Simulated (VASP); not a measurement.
Wanted: the native input for a VASP 6.6.1 run.

```yaml
Task: relaxation of cell and atoms
Functional: PBE
Potentials_or_basis: VASP PAW PBE potentials, release 64 (Sn_d, H)
Cutoff: 600 eV
k_mesh: 4 × 4 × 4
Occupations: gaussian, width 0.1 eV
Spin: no spin polarisation
Dipole_correction: no
Further_INCAR_settings: ALGO = Normal; EDIFF = 1e-06; IBRION = 2; EDIFFG = -0.04; NSW = 90; ISIF = 3
```

The structure of SnH7 lies in POSCAR:

```
SnH7
1.0
    0.0000000000      3.3842059400      3.3842059400
    3.3842059400      0.0000000000      3.3842059400
    3.3842059400      3.3842059400      0.0000000000
Sn H
1 7
Direct
    0.0000000000      0.0000000000      0.0000000000
    0.5000000000      0.5000000000      0.5000000000
    0.5000000000      0.0000000000      0.0000000000
    0.5000000000      0.0000000000      0.5000000000
    0.0000000000      0.5000000000      0.5000000000
    0.0000000000      0.5000000000      0.0000000000
    0.5000000000      0.5000000000      0.0000000000
    0.0000000000      0.0000000000      0.5000000000
```

One way to write it, as run:

INCAR

```
SYSTEM = SnH7
  PREC = Accurate
  ENCUT = 600
  EDIFF = 1E-6
  ISMEAR = 0
  SIGMA = 0.1
  LREAL = .False.
  LASPH = .True.
  NELM = 100
  ALGO = Normal
  ISIF = 3
  LWAVE = .False.
  LCHARG = .False.
  GGA = PE
  IBRION = 2
  NSW = 90
  EDIFFG = -0.04
```

KPOINTS

```
Automatic mesh
0
Gamma
  4 4 4
  0 0 0
```

Potentials or basis: VASP PAW PBE potentials, release 64 (Sn_d, H).

The run is started by

```bash
$ cat potpaw_PBE.64/Sn_d/POTCAR potpaw_PBE.64/H/POTCAR > POTCAR
$ mpirun -np 1 vasp_std > vasp.out
```

It gave:

```json
{
  "Relaxed volume": "6.42 Å³/atom",
  "Relaxed cell": "a = 4.173 Å, b = 4.173 Å, c = 4.173 Å, α = 60.00°, β = 60.00°, γ = 60.00°",
  "Space group after relaxing (to 0.05 Å)": "Fm-3m (No. 225)",
  "Energy gained by relaxing": "200.9 meV/atom",
  "Ionic steps": "6",
  "Pressure after relaxing": "0.1 GPa"
}
```

Caveat: the k points lie up to 0.46 Å⁻¹ apart in the final cell; the volume moved by over 15 % at a fixed basis, so the end points are rough.

It took 110 s on 1 thread of Intel(R) Xeon(R) Platinum 8259CL CPU @ 2.50GHz (Skylake/Cascade Lake), with other jobs on the host, peak memory 0.24 GiB.
